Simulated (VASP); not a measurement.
# MgO (P-6m2) in VASP: a series of runs

The runs below take MgO through relaxation of cell and atoms, single point, with B3LYP, PBE.

Program: VASP 6.6.1. These are calculated values, not measurements. Logs are shortened: lines on timing, memory, paths and dates and some standing lists are left out, and cuts for length are marked.

## 1. The cell of the first run

Symmetry: P-6m2, No. 187, hexagonal system. The conventional cell has a = 2.938 Å, b = 2.938 Å, c = 2.680 Å, α = 90.00°, β = 90.00°, γ = 120.00°. Mg (site symmetry -6m2) has 6 O at 2.16 Å and 8 Mg at 2.68 to 2.94 Å within 3.0 Å. Within 3.0 Å of O (site symmetry -6m2) lie 6 Mg at 2.16 Å and 8 O at 2.68 to 2.94 Å.

## 2. Relaxation of cell and atoms, B3LYP

Contents of POSCAR:

```
MgO
1.0
    2.9380209034      0.0000000000      0.0000000000
   -1.4690104517      2.5444007392      0.0000000000
    0.0000000000      0.0000000000      2.6796800000
Mg O
1 1
Direct
    0.0000000000      0.0000000000      0.0000000000
    0.3333333333      0.6666666667      0.5000000000
```

Contents of INCAR.step1:

```
SYSTEM = MgO
PREC = Accurate ; ENCUT = 600
EDIFF = 1E-5 ; ISMEAR = -1
SIGMA = 0.05 ; LREAL = .FALSE.
LASPH = .TRUE. ; NELM = 100
ALGO = Normal ; LWAVE = .TRUE.
LCHARG = .FALSE. ; GGA = PE
NBANDS = 11
```

Contents of INCAR.step2:

```
SYSTEM = MgO
PREC = Accurate ; ENCUT = 600
EDIFF = 1E-6 ; ISMEAR = -1
SIGMA = 0.05 ; LREAL = .FALSE.
LASPH = .TRUE. ; NELM = 100
ALGO = Normal ; ISIF = 3
LWAVE = .FALSE. ; LCHARG = .FALSE.
GGA = B3 ; LHFCALC = .TRUE.
AEXX = 0.2 ; AGGAX = 0.72
AGGAC = 0.81 ; ALDAC = 0.19
PRECFOCK = Normal ; IBRION = 2
NSW = 60 ; EDIFFG = -0.01
ISTART = 1
```

Contents of KPOINTS:

```
regular mesh
0
G
  5 5 5
  0 0 0
```

Potentials or basis: VASP PAW PBE potentials, release 64 (Mg, O).

Launch:

```bash
> cat potpaw_PBE.64/Mg/POTCAR potpaw_PBE.64/O/POTCAR > POTCAR
> cp INCAR.step1 INCAR
> mpirun -np 1 vasp_std > vasp.out
> cp INCAR.step2 INCAR
> mpirun -np 1 vasp_std > vasp.out
```

OUTCAR:

```text
SYSTEM = MgO
   PREC = Accurate
   ENCUT = 600
   EDIFF = 1E-6
   ISMEAR = -1
   LREAL = .FALSE.
   LASPH = .TRUE.
   NELM = 100
   ISIF = 3
   GGA = B3
   LHFCALC = .TRUE.
   AEXX = 0.2
   PRECFOCK = Normal
   IBRION = 2
   NSW = 60
   EDIFFG = -0.01
   ISTART = 1

 ion  position               nearest neighbor table
   1  0.000  0.000  0.000-   2 2.16   2 2.16   2 2.16   2 2.16   2 2.16   2 2.16
   2  0.333  0.667  0.500-   1 2.16   1 2.16   1 2.16   1 2.16   1 2.16   1 2.16

  LATTYP: Found a hexagonal cell.
 ALAT       =     2.9380209034
 C/A-ratio  =     0.9120697531

  Lattice vectors:

 A1 = (   2.9380209034,   0.0000000000,   0.0000000000)
 A2 = (  -1.4690104517,   2.5444007392,   0.0000000000)
 A3 = (   0.0000000000,   0.0000000000,   2.6796800000)

Analysis of symmetry for initial positions (statically):
=====================================================================
 Subroutine PRICEL returns:
 Original cell was already a primitive cell.

 Routine SETGRP: Setting up the symmetry group for a
 hexagonal supercell.

 Subroutine GETGRP returns: Found 12 space group operations
 (whereof 12 operations were pure point group operations)
 out of a pool of 24 trial point group operations.

The static configuration has the point symmetry D_3h.

Analysis of symmetry for dynamics (positions and initial velocities):
=====================================================================
 Subroutine PRICEL returns:
 Original cell was already a primitive cell.

 Routine SETGRP: Setting up the symmetry group for a
 hexagonal supercell.

 Subroutine GETGRP returns: Found 12 space group operations
 (whereof 12 operations were pure point group operations)
 out of a pool of 24 trial point group operations.

The dynamic configuration has the point symmetry D_3h.

 Subroutine INISYM returns: Found 12 space group operations
 (whereof 12 operations are pure point group operations),
 and found     1 'primitive' translations

----------------------------------------------------------------------------------------

                                     Primitive cell

  volume of cell :      20.0320

  direct lattice vectors                    reciprocal lattice vectors
     2.938020903  0.000000000  0.000000000     0.340365175  0.196509926  0.000000000
    -1.469010452  2.544400739  0.000000000     0.000000000  0.393019851  0.000000000
     0.000000000  0.000000000  2.679680000     0.000000000  0.000000000  0.373178887

  length of vectors
     2.938020903  2.938020903  2.679680000     0.393019851  0.393019851  0.373178887

  position of ions in fractional coordinates (direct lattice)
     0.000000000  0.000000000  0.000000000
     0.333333333  0.666666667  0.500000000

  ion indices of the primitive-cell ions
   primitive index   ion index
                 1           1
                 2           2

----------------------------------------------------------------------------------------

 KPOINTS: regular mesh

Automatic generation of k-mesh.
 Grid dimensions read from file:
 generate k-points for:    5    5    5

 Generating k-lattice:

  Cartesian coordinates                     Fractional coordinates (reciprocal lattice)
     0.068073035  0.039301985  0.000000000     0.200000000 -0.000000000  0.000000000
     0.000000000  0.078603970  0.000000000     0.000000000  0.200000000  0.000000000
     0.000000000  0.000000000  0.074635777     0.000000000  0.000000000  0.200000000

  Length of vectors
     0.078603970  0.078603970  0.074635777

  Shift w.r.t. Gamma in fractional coordinates (k-lattice)
     0.000000000  0.000000000  0.000000000

 Subroutine IBZKPT returns following result:
 ===========================================

 Found     15 irreducible k-points:

 Following reciprocal coordinates:
            Coordinates               Weight
  0.000000  0.000000  0.000000      1.000000
  0.200000  0.000000  0.000000      6.000000
  0.400000  0.000000  0.000000      6.000000
  0.200000  0.200000  0.000000      6.000000
  0.400000  0.200000  0.000000      6.000000
  0.000000  0.000000  0.200000      2.000000
  0.200000  0.000000  0.200000     12.000000
  0.400000  0.000000  0.200000     12.000000
  0.200000  0.200000  0.200000     12.000000
  0.400000  0.200000  0.200000     12.000000
  0.000000  0.000000  0.400000      2.000000
  0.200000  0.000000  0.400000     12.000000
  0.400000  0.000000  0.400000     12.000000
  0.200000  0.200000  0.400000     12.000000
  0.400000  0.200000  0.400000     12.000000
   k-points           NKPTS =     15   k-points in BZ     NKDIM =    125   number of bands    NBANDS=      8
   number of dos      NEDOS =    301   number of ions     NIONS =      2
   total plane-waves  NPLWV =  13824
   dimension x,y,z NGX =    24 NGY =   24 NGZ =   24
   dimension x,y,z NGXF=    48 NGYF=   48 NGZF=   48
   ions per type =               1   1
   NGX,Y,Z   is equivalent  to a cutoff of  13.58, 13.58, 14.89 a.u.
   NGXF,Y,Z  is equivalent  to a cutoff of  27.16, 27.16, 29.78 a.u.
 SYSTEM =  MgO
   PREC   = accura    normal or accurate (medium, high low for compatibility)
   ISTART =      1    job   : 0-new  1-cont  2-samecut
   ICHARG =      0    charge: 1-file 2-atom 10-const
   ISPIN  =      1    spin polarized calculation?
   LNONCOLLINEAR =      F non collinear calculations
   LSORBIT =      F    spin-orbit coupling
   LASPH  =      T    aspherical Exc in radial PAW
   ENCUT  =  600.0 eV  44.10 Ry    6.64 a.u.   5.87  5.87  5.35*2*pi/ulx,y,z
   NELM   =    100;   NELMIN=  2; NELMDL=  0     # of ELM steps
   EDIFF  = 0.1E-05   stopping-criterion for ELM
   LREAL  =      F    real-space projection
   EDIFFG = -.1E-01   stopping-criterion for IOM
   NSW    =     60    number of steps for IOM
   IBRION =      2    ionic relax: 0-MD 1-quasi-New 2-CG
   NFREE  =      1    steps in history (QN), initial steepest desc. (CG)
   ISIF   =      3    stress and relaxation
   ISYM   =      3    0-nonsym 1-usesym 2-fastsym
   POTIM  = 0.5000    time-step for ionic-motion
   TEBEG  =    0.0;   TEEND  =   0.0 temperature during run
   PSTRESS=    0.0 pullay stress
   NELECT =       8.0000    total number of electrons
   NUPDOWN=      -1.0000    fix difference up-down
   EMIN   =  10.00;   EMAX   =-10.00  energy-range for DOS
   EFERMI =   0.00;   METHOD = LEGACY
   ISMEAR =    -1;   SIGMA  =   0.05  broadening in eV -4-tet -1-fermi 0-gaus
   EFERMI_NEDOS =   21; number of points for ismear=-14 and -15
   IALGO  =     38    algorithm
   IMIX   =      1    mixing-type and parameters
     AMIX     =   0.40;   BMIX     =  1.00
     AMIX_MAG =   1.60;   BMIX_MAG =  1.00
  volume/ion in A,a.u.               =      10.02        67.59
  Fermi-wavevector in a.u.,A,eV,Ry     =   1.205583  2.278221 19.775115  1.453430
  Thomas-Fermi vector in A             =   2.341275
   LORBIT       =      0    0 simple, 1 ext, 2 COOP (PROOUT), +10 PAW based schemes
   GGA     = B3    functional components
   LHFCALC =     T    Hartree Fock is set to
   PRECFOCK=normal    Normal, Fast or Accurate (Low or Medium for compatibility)
   ENCUT4O =  -1.0   cutoff for four orbital integrals eV
   NKREDX  =     1    reduce k-point grid by
   NKREDY  =     1    reduce k-point grid by
   NKREDZ  =     1    reduce k-point grid by
   AEXX    =    0.2000 exact exchange contribution
   HFSCREEN=    0.0000 screening length (either q_TF or 0.3 A-1)
   HFSCREENC=   0.0000 screening length for correlation (either q_TF or 0.3 A-1)
   ENCUTFOCK=  -1.0 apply spherical cutoff to Coloumb kernel
   IVDW    =     0    specifies the selected vdW correction
   LEPSILON=     F    determine dielectric tensor
   LRPA    =     F    only Hartree local field effects (RPA)
 conjugate gradient relaxation of ions
 non-spin polarized calculation
  energy-cutoff  :      600.00
  volume of cell :       20.03
 maximum number of plane-waves:       680
 NGX is ok and might be reduce to    24
  NGX = 18; NGY = 18; NGZ = 18

--------------------------------------- Ionic step        1  -------------------------------------------

 number of electron       7.9999996 magnetization

 Free energy of the ion-electron system (eV)
  ---------------------------------------------------
  ext. energy  EPLUGINS =         0.00000000
  ---------------------------------------------------
  free energy    TOTEN  =       -13.08923715 eV

  energy without entropy =      -13.08923715  energy(sigma->0) =      -13.08923715

------------------------ aborting loop because EDIFF is reached ----------------------------------------

  FORCE on cell =-STRESS in cart. coord.  units (eV):
  Direction    XX          YY          ZZ          XY          YZ          ZX
  --------------------------------------------------------------------------------------
  -------------------------------------------------------------------------------------
  Total       -0.4056047     -0.4056047     -0.6473658      0.0000000      0.0000000      0.0000000
  in kB      -32.4407015    -32.4407015    -51.7770144      0.0000000      0.0000000      0.0000000
  external PRESSURE =     -38.8861391 kB  Pullay stress =       0.0000000 kB

 VOLUME and BASIS-vectors are now :
 -----------------------------------------------------------------------------
  energy-cutoff  :      600.00
  volume of cell :       20.03
      direct lattice vectors                 reciprocal lattice vectors
     2.938020903  0.000000000  0.000000000     0.340365175  0.196509926  0.000000000
    -1.469010452  2.544400739  0.000000000     0.000000000  0.393019851  0.000000000
     0.000000000  0.000000000  2.679680000     0.000000000  0.000000000  0.373178887
[... 181 lines left out ...]
 POSITION                                       TOTAL-FORCE (eV/Angst)
 -----------------------------------------------------------------------------------
      0.00000     -0.00000      0.00000         0.000000     -0.000000      0.000000
     -0.00000      1.68263      1.32682        -0.000000      0.000000      0.000000
 -----------------------------------------------------------------------------------
    total drift:                                0.000000     -0.000000     -0.000000

  FREE ENERGIE OF THE ION-ELECTRON SYSTEM (eV)
  ---------------------------------------------------
  free  energy   TOTEN  =       -13.0958153046 eV

  energy  without entropy=      -13.0958153046  energy(sigma->0) =      -13.09581530

--------------------------------------- Ionic step        7  -------------------------------------------

 number of electron       7.9999997 magnetization

 Free energy of the ion-electron system (eV)
  ---------------------------------------------------
  ext. energy  EPLUGINS =         0.00000000
  ---------------------------------------------------
  free energy    TOTEN  =       -13.09581485 eV

  energy without entropy =      -13.09581485  energy(sigma->0) =      -13.09581485

 E-fermi :   3.5129     XC(G=0):  -8.7116

 val. band max:        2.3309487809   @ k =   0.4000   0.2000   0.0000
 cond. band min:       7.7093859753   @ k =   0.0000   0.0000   0.0000
 fundamental gap:      5.3784371943
 Fermi energy:         3.5128562348

 k-point     1 :       0.0000    0.0000    0.0000
  band No.  band energies     occupation
      1     -16.3679      2.00000
      2       1.6969      2.00000
      3       1.6969      2.00000
      4       1.9305      2.00000
      5       7.7094      0.00000
      6      16.6928      0.00000
      7      20.3701      0.00000
      8      20.3701      0.00000

 k-point     2 :       0.2000    0.0000    0.0000
  band No.  band energies     occupation
      1     -16.0156      2.00000
      2      -0.2578      2.00000
      3       1.4105      2.00000
      4       2.0526      2.00000
      5       9.5228      0.00000
      6      16.2768      0.00000
      7      18.7297      0.00000
      8      21.4019      0.00000
[... 163 lines left out ...]
 POSITION                                       TOTAL-FORCE (eV/Angst)
 -----------------------------------------------------------------------------------
      0.00000     -0.00000      0.00000         0.000000      0.000000      0.000000
     -0.00000      1.68268      1.32679        -0.000000     -0.000000      0.000000
 -----------------------------------------------------------------------------------
    total drift:                                0.000000     -0.000000     -0.000000

  FREE ENERGIE OF THE ION-ELECTRON SYSTEM (eV)
  ---------------------------------------------------
  free  energy   TOTEN  =       -13.0958148510 eV

  energy  without entropy=      -13.0958148510  energy(sigma->0) =      -13.09581485

 reached required accuracy - stopping structural energy minimisation
```

Run time: 27 min. Hardware: 1 thread of Intel Xeon 8259CL, shared host; peak memory 0.15 GiB.

Results:

```
Free energy                           : -13.0958 eV
Relaxed volume                        : 9.76 Å³/atom
Relaxed cell                          : a = 2.914 Å, b = 2.914 Å, c = 2.654 Å, α = 90.00°, β = 90.00°, γ = 120.00°
Space group after relaxing (to 0.1 Å) : P-6m2 (No. 187)
Energy gained by relaxing             : 3.3 meV/atom
Ionic steps                           : 7
Pressure after relaxing               : -0.1 GPa
Band gap on the k mesh                : 5.38 eV (least direct gap 5.78 eV)
```

Step by step:
```
step  energy change (eV)  largest force (eV/Å)  pressure (GPa)  volume (Å³)
   1              0.0000                0.0000           -3.89        20.03
   2             -0.0053                0.0000            1.50        19.34
   3             -0.0064                0.0000           -0.10        19.54
   4             -0.0064                0.0000           -0.28        19.55
   5             -0.0065                0.0000           -0.02        19.50
   6             -0.0066                0.0000           -0.10        19.52
   7             -0.0066                0.0000           -0.08        19.52
```

Final structure:
```yaml
crystal:
  lattice:
    - [2.91449, 0.00000, 0.00000]
    - [-1.45725, 2.52402, 0.00000]
    - [0.00000, 0.00000, 2.65357]
  atoms:
    - { symbol: Mg, position: [0.00000, 0.00000, 0.00000] }
    - { symbol: O, position: [0.33333, 0.66667, 0.50000] }
```

Caveat: the k points lie up to 0.50 Å⁻¹ apart in the final cell; the PAW data sets were made with another functional, which shifts forces and pressure a little. A k mesh can miss the band edges.

(Part 1 of 2 ends here.)
